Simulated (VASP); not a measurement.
# FeSi (P2_13) in VASP: a series of runs

Runs on FeSi. Level: PBE. Tasks: single point.

All numbers are computed with VASP 6.6.1; they aren't measurements. Logs are shortened: lines on timing, memory, paths and dates and some standing lists are left out, and cuts for length are marked.

### 1 The cell of the first run

It takes space group P2_13 (No. 198, cubic). The conventional cell has a = 4.129 Å, b = 4.129 Å, c = 4.129 Å, α = 90.00°, β = 90.00°, γ = 90.00°. Within 2.8 Å of Fe (site symmetry 3) lie 7 Si at 2.14 to 2.28 Å and 6 Fe at 2.54 Å. Si (site symmetry 3) has 7 Fe at 2.14 to 2.28 Å and 6 Si at 2.55 Å within 2.8 Å.

### 2 Single point, PBE (volume scaled by 0.800)

The input, INCAR:

```
PREC = Accurate
ENCUT = 520
EDIFF = 1E-6
ISMEAR = 0
SIGMA = 0.05
LREAL = F
LASPH = T
NELM = 80
ALGO = Normal
ISIF = 2
LWAVE = F
LCHARG = F
GGA = PE
NBANDS = 34
```

The input, KPOINTS:

```
regular mesh
0
Gamma
  8 8 8
```

The input, POSCAR:

```
FeSi
1.0
    4.1292040440      0.0000000000      0.0000000000
    0.0000000000      4.1292040440      0.0000000000
    0.0000000000      0.0000000000      4.1292040440
Fe Si
4 4
Direct
    0.1427556410      0.1427556410      0.1427556410
    0.3572443590      0.8572443590      0.6427556410
    0.6427556410      0.3572443590      0.8572443590
    0.8572443590      0.6427556410      0.3572443590
    0.8437989359      0.8437989359      0.8437989359
    0.6562010641      0.1562010641      0.3437989359
    0.3437989359      0.6562010641      0.1562010641
    0.1562010641      0.3437989359      0.6562010641
```

Potentials or basis: VASP PAW PBE potentials, release 64 (Fe, Si).

Started as:

```bash
$ cat potpaw_PBE.64/Fe/POTCAR potpaw_PBE.64/Si/POTCAR > POTCAR
$ mpirun -np 1 vasp_std > vasp.out
```

OUTCAR:

```text
PREC = Accurate
   ENCUT = 520
   EDIFF = 1E-6
   ISMEAR = 0
   LREAL = F
   LASPH = T
   NELM = 80
   ISIF = 2
   GGA = PE

 ion  position               nearest neighbor table
   1  0.143  0.143  0.143-   5 2.14   6 2.17   7 2.17   8 2.17   7 2.28   8 2.28   6 2.28   2 2.54
                             3 2.54   2 2.54   3 2.54   4 2.54   4 2.54
   2  0.357  0.857  0.643-   6 2.14   5 2.17   7 2.17   8 2.17   7 2.28   8 2.28   5 2.28   1 2.54
                             1 2.54   4 2.54   4 2.54   3 2.54   3 2.54
   3  0.643  0.357  0.857-   7 2.14   6 2.17   5 2.17   8 2.17   8 2.28   6 2.28   5 2.28   4 2.54
                             1 2.54   4 2.54   1 2.54   2 2.54   2 2.54
   4  0.857  0.643  0.357-   8 2.14   6 2.17   7 2.17   5 2.17   6 2.28   5 2.28   7 2.28   3 2.54
                             2 2.54   2 2.54   3 2.54   1 2.54   1 2.54
   5  0.844  0.844  0.844-   1 2.14   2 2.17   3 2.17   4 2.17   3 2.28   4 2.28   2 2.28   6 2.55
                             7 2.55   8 2.55   6 2.55   8 2.55   7 2.55
   6  0.656  0.156  0.344-   2 2.14   1 2.17   3 2.17   4 2.17   3 2.28   4 2.28   1 2.28   8 2.55
                             5 2.55   5 2.55   7 2.55   7 2.55   8 2.55
   7  0.344  0.656  0.156-   3 2.14   2 2.17   1 2.17   4 2.17   4 2.28   2 2.28   1 2.28   8 2.55
                             5 2.55   8 2.55   6 2.55   6 2.55   5 2.55
   8  0.156  0.344  0.656-   4 2.14   2 2.17   3 2.17   1 2.17   2 2.28   1 2.28   3 2.28   7 2.55
                             5 2.55   7 2.55   5 2.55   6 2.55   6 2.55

  LATTYP: Found a simple cubic cell.
 ALAT       =     4.1292040440

  Lattice vectors:

 A1 = (   4.1292040440,   0.0000000000,   0.0000000000)
 A2 = (   0.0000000000,   4.1292040440,   0.0000000000)
 A3 = (   0.0000000000,   0.0000000000,   4.1292040440)

Analysis of symmetry for initial positions (statically):
=====================================================================
 Subroutine PRICEL returns:
 Original cell was already a primitive cell.

 Routine SETGRP: Setting up the symmetry group for a
 simple cubic supercell.

 Subroutine GETGRP returns: Found 12 space group operations
 (whereof  3 operations were pure point group operations)
 out of a pool of 48 trial point group operations.

The static configuration has the point symmetry C_3 .
 The point group associated with its full space group is T   .

Analysis of symmetry for dynamics (positions and initial velocities):
=====================================================================
 Subroutine PRICEL returns:
 Original cell was already a primitive cell.

 Routine SETGRP: Setting up the symmetry group for a
 simple cubic supercell.

 Subroutine GETGRP returns: Found 12 space group operations
 (whereof  3 operations were pure point group operations)
 out of a pool of 48 trial point group operations.

The dynamic configuration has the point symmetry C_3 .
 The point group associated with its full space group is T   .

 Subroutine INISYM returns: Found 12 space group operations
 (whereof  3 operations are pure point group operations),
 and found     1 'primitive' translations

----------------------------------------------------------------------------------------

                                     Primitive cell

  volume of cell :      70.4043

  direct lattice vectors                    reciprocal lattice vectors
     4.129204044  0.000000000  0.000000000     0.242177424  0.000000000  0.000000000
     0.000000000  4.129204044  0.000000000     0.000000000  0.242177424  0.000000000
     0.000000000  0.000000000  4.129204044     0.000000000  0.000000000  0.242177424

  length of vectors
     4.129204044  4.129204044  4.129204044     0.242177424  0.242177424  0.242177424

  position of ions in fractional coordinates (direct lattice)
     0.142755641  0.142755641  0.142755641
     0.357244359  0.857244359  0.642755641
     0.642755641  0.357244359  0.857244359
     0.857244359  0.642755641  0.357244359
     0.843798936  0.843798936  0.843798936
     0.656201064  0.156201064  0.343798936
     0.343798936  0.656201064  0.156201064
     0.156201064  0.343798936  0.656201064

  ion indices of the primitive-cell ions
   primitive index   ion index
                 1           1
                 2           2
                 3           3
                 4           4
                 5           5
                 6           6
                 7           7
                 8           8

----------------------------------------------------------------------------------------

 KPOINTS: regular mesh

Automatic generation of k-mesh.
 Grid dimensions read from file:
 generate k-points for:    8    8    8

 Generating k-lattice:

  Cartesian coordinates                     Fractional coordinates (reciprocal lattice)
     0.030272178  0.000000000  0.000000000     0.125000000  0.000000000  0.000000000
     0.000000000  0.030272178  0.000000000     0.000000000  0.125000000  0.000000000
     0.000000000  0.000000000  0.030272178     0.000000000  0.000000000  0.125000000

  Length of vectors
     0.030272178  0.030272178  0.030272178

  Shift w.r.t. Gamma in fractional coordinates (k-lattice)
     0.000000000  0.000000000  0.000000000

 Subroutine IBZKPT returns following result:
 ===========================================

 Found     45 irreducible k-points:

 Following reciprocal coordinates:
            Coordinates               Weight
  0.000000  0.000000  0.000000      1.000000
  0.125000  0.000000  0.000000      6.000000
  0.250000  0.000000  0.000000      6.000000
  0.375000  0.000000  0.000000      6.000000
  0.500000  0.000000  0.000000      3.000000
  0.125000  0.125000  0.000000     12.000000
[... 16 lines left out ...]
  0.250000  0.125000  0.125000     24.000000
  0.375000  0.125000  0.125000     24.000000
 [... further k-points ...]
   k-points           NKPTS =     45   k-points in BZ     NKDIM =     45   number of bands    NBANDS=     34
   number of dos      NEDOS =    301   number of ions     NIONS =      8
   total plane-waves  NPLWV =  32768
   dimension x,y,z NGX =    32 NGY =   32 NGZ =   32
   dimension x,y,z NGXF=    64 NGYF=   64 NGZF=   64
   ions per type =               4   4
   NGX,Y,Z   is equivalent  to a cutoff of  12.88, 12.88, 12.88 a.u.
   NGXF,Y,Z  is equivalent  to a cutoff of  25.77, 25.77, 25.77 a.u.
 SYSTEM =  unknown system
   PREC   = accura    normal or accurate (medium, high low for compatibility)
   ISTART =      0    job   : 0-new  1-cont  2-samecut
   ICHARG =      2    charge: 1-file 2-atom 10-const
   ISPIN  =      1    spin polarized calculation?
   LNONCOLLINEAR =      F non collinear calculations
   LSORBIT =      F    spin-orbit coupling
   LASPH  =      T    aspherical Exc in radial PAW
   ENCUT  =  520.0 eV  38.22 Ry    6.18 a.u.   7.68  7.68  7.68*2*pi/ulx,y,z
   NELM   =     80;   NELMIN=  2; NELMDL= -5     # of ELM steps
   EDIFF  = 0.1E-05   stopping-criterion for ELM
   LREAL  =      F    real-space projection
   EDIFFG = 0.1E-04   stopping-criterion for IOM
   NSW    =      0    number of steps for IOM
   IBRION =     -1    ionic relax: 0-MD 1-quasi-New 2-CG
   NFREE  =      0    steps in history (QN), initial steepest desc. (CG)
   ISIF   =      2    stress and relaxation
   ISYM   =      2    0-nonsym 1-usesym 2-fastsym
   POTIM  = 0.5000    time-step for ionic-motion
   TEBEG  =    0.0;   TEEND  =   0.0 temperature during run
   PSTRESS=    0.0 pullay stress
   NELECT =      48.0000    total number of electrons
   NUPDOWN=      -1.0000    fix difference up-down
   EMIN   =  10.00;   EMAX   =-10.00  energy-range for DOS
   EFERMI =   0.00;   METHOD = LEGACY
   ISMEAR =     0;   SIGMA  =   0.05  broadening in eV -4-tet -1-fermi 0-gaus
   EFERMI_NEDOS =   21; number of points for ismear=-14 and -15
   IALGO  =     38    algorithm
   IMIX   =      4    mixing-type and parameters
     AMIX     =   0.40;   BMIX     =  1.00
     AMIX_MAG =   1.60;   BMIX_MAG =  1.00
  volume/ion in A,a.u.               =       8.80        59.39
  Fermi-wavevector in a.u.,A,eV,Ry     =   1.440861  2.722833 28.246808  2.076082
  Thomas-Fermi vector in A             =   2.559558
   LORBIT       =      0    0 simple, 1 ext, 2 COOP (PROOUT), +10 PAW based schemes
   GGA     = PE    functional components
   LHFCALC =     F    Hartree Fock is set to
   AEXX    =    0.0000 exact exchange contribution
   IVDW    =     0    specifies the selected vdW correction
   LEPSILON=     F    determine dielectric tensor
   LRPA    =     F    only Hartree local field effects (RPA)
 non-spin polarized calculation
 Gauss-broadening in eV      SIGMA  =   0.05
  energy-cutoff  :      520.00
  volume of cell :       70.40
 maximum number of plane-waves:      1924
   NGX = 15   NGY = 15   NGZ = 15

 number of electron      47.9999980 magnetization

 Free energy of the ion-electron system (eV)
  ---------------------------------------------------
  ext. energy  EPLUGINS =         0.00000000
  ---------------------------------------------------
  free energy    TOTEN  =       -55.10056986 eV

  energy without entropy =      -55.10009659  energy(sigma->0) =      -55.10033323

 E-fermi :  12.9753     XC(G=0): -13.9517

 val. band max:       12.9028468892   @ k =   0.5000   0.0000   0.0000
 cond. band min:      13.0526777795   @ k =   0.3750   0.1250   0.1250
 fundamental gap:      0.1498308904
 Fermi energy:        12.9753459496

 k-point     1 :       0.0000    0.0000    0.0000
  band No.  band energies     occupation
      1      -2.2152      2.00000
      2       3.8638      2.00000
      3       3.8638      2.00000
      4       3.8638      2.00000
      5       6.8384      2.00000
      6       6.8384      2.00000
[... 26 lines left out ...]
     33      18.3946      0.00000
     34      18.3946      0.00000

 k-point     2 :       0.1250    0.0000    0.0000
  band No.  band energies     occupation
      1      -2.0768      2.00000
      2       3.0473      2.00000
      3       3.9298      2.00000
      4       4.4870      2.00000
      5       6.3031      2.00000
      6       6.9189      2.00000
[... 26 lines left out ...]
     33      18.4481      0.00000
     34      18.5144      0.00000
[... 775 lines left out ...]
     33      18.2514      0.00000
     34      19.0033      0.00000

 k-point    24 :       0.3750    0.1250    0.1250
  band No.  band energies     occupation
      1      -0.7477      2.00000
      2       1.1223      2.00000
      3       3.8802      2.00000
      4       5.0024      2.00000
      5       5.5734      2.00000
      6       6.4849      2.00000
[... 26 lines left out ...]
     33      18.4728      0.00000
     34      19.0646      0.00000

 [... further k-points ...]
[... 5 lines left out ...]
  --------------------------------------------------------------------------------------
  -------------------------------------------------------------------------------------
  Total       36.1953925     36.1953925     36.1953925     -0.0000000     -0.0000000     -0.0000000
  in kB      823.6919863    823.6919863    823.6919863     -0.0000000     -0.0000000     -0.0000000
  external PRESSURE =     823.6919863 kB  Pullay stress =       0.0000000 kB

 VOLUME and BASIS-vectors are now :
 -----------------------------------------------------------------------------
  energy-cutoff  :      520.00
  volume of cell :       70.40
      direct lattice vectors                 reciprocal lattice vectors
     4.129204044  0.000000000  0.000000000     0.242177424  0.000000000  0.000000000
     0.000000000  4.129204044  0.000000000     0.000000000  0.242177424  0.000000000
     0.000000000  0.000000000  4.129204044     0.000000000  0.000000000  0.242177424

 POSITION                                       TOTAL-FORCE (eV/Angst)
 -----------------------------------------------------------------------------------
      0.58947      0.58947      0.58947         0.027331      0.027331      0.027331
      1.47513      3.53974      2.65407        -0.027331     -0.027331      0.027331
      2.65407      1.47513      3.53974         0.027331     -0.027331     -0.027331
      3.53974      2.65407      1.47513        -0.027331      0.027331     -0.027331
      3.48422      3.48422      3.48422        -0.002311     -0.002311     -0.002311
      2.70959      0.64499      1.41962         0.002311      0.002311     -0.002311
      1.41962      2.70959      0.64499        -0.002311      0.002311      0.002311
      0.64499      1.41962      2.70959         0.002311     -0.002311      0.002311
 -----------------------------------------------------------------------------------
    total drift:                                0.000001      0.000001      0.000000

  FREE ENERGIE OF THE ION-ELECTRON SYSTEM (eV)
  ---------------------------------------------------
  free  energy   TOTEN  =       -55.1005698648 eV

  energy  without entropy=      -55.1000965908  energy(sigma->0) =      -55.10033323
```

Run time: 2 min. Hardware: 1 thread of AMD EPYC 7R43 (Zen 3), shared host; peak memory 0.19 GiB.

Results:

```
Free energy            : -55.1006 eV
Pressure               : 82.4 GPa
Largest force          : 0.047 eV/Å
Band gap on the k mesh : 0.15 eV, indirect (least direct gap 0.18 eV)
```

Forces in eV/Å, atoms in the order of the input:
```
Fe   0.027  0.027  0.027
Fe  -0.027 -0.027  0.027
Fe   0.027 -0.027 -0.027
Fe  -0.027  0.027 -0.027
Si  -0.002 -0.002 -0.002
Si   0.002  0.002 -0.002
Si  -0.002  0.002  0.002
Si   0.002 -0.002  0.002
```

### 3 Single point, PBE (volume scaled by 0.840)

The input, INCAR:

```
  PREC = Accurate
  ENCUT = 520
  EDIFF = 1E-6
  ISMEAR = 0
  SIGMA = 0.05
  LREAL = F
  LASPH = T
  NELM = 100
  ALGO = Normal
  ISIF = 2
  LWAVE = F
  LCHARG = F
  GGA = PE
  NBANDS = 34
```

KPOINTS is that of step 2.

The input, POSCAR:

```
FeSi
1.0
    4.1969079469      0.0000000000      0.0000000000
    0.0000000000      4.1969079469      0.0000000000
    0.0000000000      0.0000000000      4.1969079469
Fe Si
4 4
Direct
    0.1417286777      0.1417286777      0.1417286777
    0.3582713223      0.8582713223      0.6417286777
    0.6417286777      0.3582713223      0.8582713223
    0.8582713223      0.6417286777      0.3582713223
    0.8433233320      0.8433233320      0.8433233320
    0.6566766680      0.1566766680      0.3433233320
    0.3433233320      0.6566766680      0.1566766680
    0.1566766680      0.3433233320      0.6566766680
```

Potentials or basis: VASP PAW PBE potentials, release 64 (Fe, Si).

Started as:

```bash
$ cat potpaw_PBE.64/Fe/POTCAR potpaw_PBE.64/Si/POTCAR > POTCAR
$ mpirun -np 1 vasp_std > vasp.out
```

OUTCAR:

```text
PREC = Accurate
   ENCUT = 520
   EDIFF = 1E-6
   ISMEAR = 0
   LREAL = F
   LASPH = T
   NELM = 100
   ISIF = 2
   GGA = PE

 ion  position               nearest neighbor table
   1  0.142  0.142  0.142-   5 2.17   6 2.21   7 2.21   8 2.21   7 2.32   8 2.32   6 2.32   3 2.58
                             4 2.58   2 2.58   2 2.58   4 2.58   3 2.58
   2  0.358  0.858  0.642-   6 2.17   5 2.21   7 2.21   8 2.21   7 2.32   8 2.32   5 2.32   1 2.58
                             1 2.58   3 2.58   3 2.58   4 2.58   4 2.58
   3  0.642  0.358  0.858-   7 2.17   6 2.21   5 2.21   8 2.21   8 2.32   6 2.32   5 2.32   1 2.58
                             4 2.58   2 2.58   2 2.58   4 2.58   1 2.58
[... 1113 lines left out ...]
  external PRESSURE =     576.6098757 kB  Pullay stress =       0.0000000 kB

 VOLUME and BASIS-vectors are now :
 -----------------------------------------------------------------------------
  energy-cutoff  :      520.00
  volume of cell :       73.92
      direct lattice vectors                 reciprocal lattice vectors
     4.196907947  0.000000000  0.000000000     0.238270654  0.000000000  0.000000000
     0.000000000  4.196907947  0.000000000     0.000000000  0.238270654  0.000000000
     0.000000000  0.000000000  4.196907947     0.000000000  0.000000000  0.238270654

 POSITION                                       TOTAL-FORCE (eV/Angst)
 -----------------------------------------------------------------------------------
      0.59482      0.59482      0.59482         0.026244      0.026244      0.026244
      1.50363      3.60209      2.69328        -0.026244     -0.026244      0.026244
      2.69328      1.50363      3.60209         0.026244     -0.026244     -0.026244
      3.60209      2.69328      1.50363        -0.026244      0.026244     -0.026244
      3.53935      3.53935      3.53935        -0.001796     -0.001796     -0.001796
      2.75601      0.65756      1.44090         0.001796      0.001796     -0.001796
      1.44090      2.75601      0.65756        -0.001796      0.001796      0.001796
      0.65756      1.44090      2.75601         0.001796     -0.001796      0.001796
 -----------------------------------------------------------------------------------
    total drift:                                0.000000      0.000000     -0.000000

  FREE ENERGIE OF THE ION-ELECTRON SYSTEM (eV)
  ---------------------------------------------------
  free  energy   TOTEN  =       -56.6279331798 eV

  energy  without entropy=      -56.6274045566  energy(sigma->0) =      -56.62766887
```

OSZICAR:

```text
N       E                     dE             d eps       ncg     rms          rms(c)
DAV:   1     0.376784752088E+03    0.37678E+03   -0.19811E+04  3060   0.165E+03
DAV:   2    -0.305951766068E+02   -0.40738E+03   -0.38533E+03  3060   0.382E+02
DAV:   3    -0.625322997502E+02   -0.31937E+02   -0.29120E+02  3302   0.129E+02
DAV:   4    -0.641558963458E+02   -0.16236E+01   -0.16031E+01  4552   0.270E+01
DAV:   5    -0.641844264716E+02   -0.28530E-01   -0.28499E-01  4196   0.393E+00    0.402E+01
DAV:   6    -0.645314887421E+02   -0.34706E+00   -0.11153E+02  4584   0.134E+02    0.227E+01
DAV:   7    -0.570692728071E+02    0.74622E+01   -0.43284E+01  4268   0.945E+01    0.119E+01
DAV:   8    -0.567039694192E+02    0.36530E+00   -0.28700E+00  4630   0.152E+01    0.277E+00
DAV:   9    -0.566355021413E+02    0.68467E-01   -0.17327E-01  5010   0.483E+00    0.966E-01
DAV:  10    -0.566279731995E+02    0.75289E-02   -0.15482E-02  4838   0.114E+00    0.192E-01
DAV:  11    -0.566279596783E+02    0.13521E-04   -0.10513E-03  3380   0.359E-01    0.107E-01
DAV:  12    -0.566279373255E+02    0.22353E-04   -0.91451E-05  3898   0.584E-02    0.391E-02
DAV:  13    -0.566279339132E+02    0.34123E-05   -0.16738E-05  4742   0.394E-02    0.223E-02
DAV:  14    -0.566279331798E+02    0.73345E-06   -0.68606E-06  3870   0.337E-02
   1 F= -.56627933E+02 E0= -.56627669E+02  d E =-.528623E-03
```

Wall time 2.3 min (1 thread of AMD EPYC 7R43 (Zen 3), shared host); peak memory 0.19 GiB.

Results:

```
Free energy            : -56.6279 eV
Pressure               : 57.7 GPa
Largest force          : 0.045 eV/Å
Band gap on the k mesh : 0.15 eV, indirect (least direct gap 0.18 eV)
```

Forces in eV/Å, atoms in the order of the input:
```
Fe   0.026  0.026  0.026
Fe  -0.026 -0.026  0.026
Fe   0.026 -0.026 -0.026
Fe  -0.026  0.026 -0.026
Si  -0.002 -0.002 -0.002
Si   0.002  0.002 -0.002
Si  -0.002  0.002  0.002
Si   0.002 -0.002  0.002
```

Levels at points of the mesh, in eV from the valence-band top:
| k point | band 22 | band 23 | band 24 | band 25 | band 26 | band 27 |
| --- | --- | --- | --- | --- | --- | --- |
| (0.00, 0.00, 0.00) | -0.39 | -0.10 | -0.10 | 0.84 | 0.84 | 0.84 |
| (0.50, 0.00, 0.00) | -0.53 | 0.00 | 0.00 | 0.20 | 0.20 | 2.10 |
| (0.50, 0.50, 0.00) | -1.28 | -0.48 | -0.48 | 0.78 | 0.78 | 1.66 |
| (0.50, 0.50, 0.50) | -0.91 | -0.91 | -0.91 | 0.61 | 0.61 | 0.61 |

 A k mesh can miss the band edges.

(Continued in part 2 of 2.)
